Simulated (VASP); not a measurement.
Set up this calculation in VASP 6.6.1, as the native input.

```
Task                   : single point
Functional             : PBE
Potentials or basis    : VASP PAW PBE potentials, release 64 (Cs_sv, Ag, Bi_d, Br)
Cutoff                 : 520 eV
k mesh                 : 4 × 4 × 4
Occupations            : gaussian, width 0.02 eV
Spin                   : no spin polarisation
Dipole correction      : no
Further INCAR settings : ALGO = Normal; EDIFF = 1e-07; NBANDS = 54
```

The structure of Cs2AgBiBr6 lies in POSCAR:

```
Cs2AgBiBr6
1.0
    0.0000000000      5.8546283607      5.8546283607
    5.8546283607      0.0000000000      5.8546283607
    5.8546283607      5.8546283607      0.0000000000
Cs Ag Bi Br
2 1 1 6
Direct
    0.2500000000      0.2500000000      0.2500000000
    0.7500000000      0.7500000000      0.7500000000
    0.5000000000      0.5000000000      0.5000000000
    0.0000000000      0.0000000000      0.0000000000
    0.2490782602      0.7509217398      0.2490782602
    0.2490782602      0.7509217398      0.7509217398
    0.7509217398      0.2490782602      0.7509217398
    0.7509217398      0.2490782602      0.2490782602
    0.2490782602      0.2490782602      0.7509217398
    0.7509217398      0.7509217398      0.2490782602
```

The input as run:

INCAR

```
SYSTEM = Cs2AgBiBr6
ALGO     = Normal         ! electronic algorithm
EDIFF    = 1E-7           ! SCF threshold, eV
ENCUT    = 520            ! plane-wave cutoff, eV
GGA      = PE             ! functional
ISIF     = 2              ! what is computed and relaxed
ISMEAR   = 0              ! smearing method
LASPH    = .True.         ! aspherical terms in the spheres
LCHARG   = .False.        ! write CHGCAR
LREAL    = .False.        ! projectors in reciprocal space
LWAVE    = .False.        ! write WAVECAR
NBANDS   = 54             ! bands
NELM     = 80             ! most SCF steps
PREC     = Accurate       ! precision mode
SIGMA    = 0.02           ! smearing width, eV
```

KPOINTS

```
k-points
0
Gamma
  4 4 4
  0 0 0
```

Potentials or basis: VASP PAW PBE potentials, release 64 (Cs_sv, Ag, Bi_d, Br).

Command:

```console
$ cat potpaw_PBE.64/Cs_sv/POTCAR potpaw_PBE.64/Ag/POTCAR potpaw_PBE.64/Bi_d/POTCAR potpaw_PBE.64/Br/POTCAR > POTCAR
$ mpirun -np 1 vasp_std > vasp.out
```

It gave:

```
Pressure               : -1.0 GPa
Band gap on the k mesh : 1.43 eV (least direct gap 2.32 eV)
```

Caveat: spin-orbit coupling is left out, which moves the levels of the heavy elements.

It took 2.4 min on 1 thread of Intel(R) Xeon(R) 6975P-C (Granite Rapids), on a shared host, peak memory 0.67 GiB.
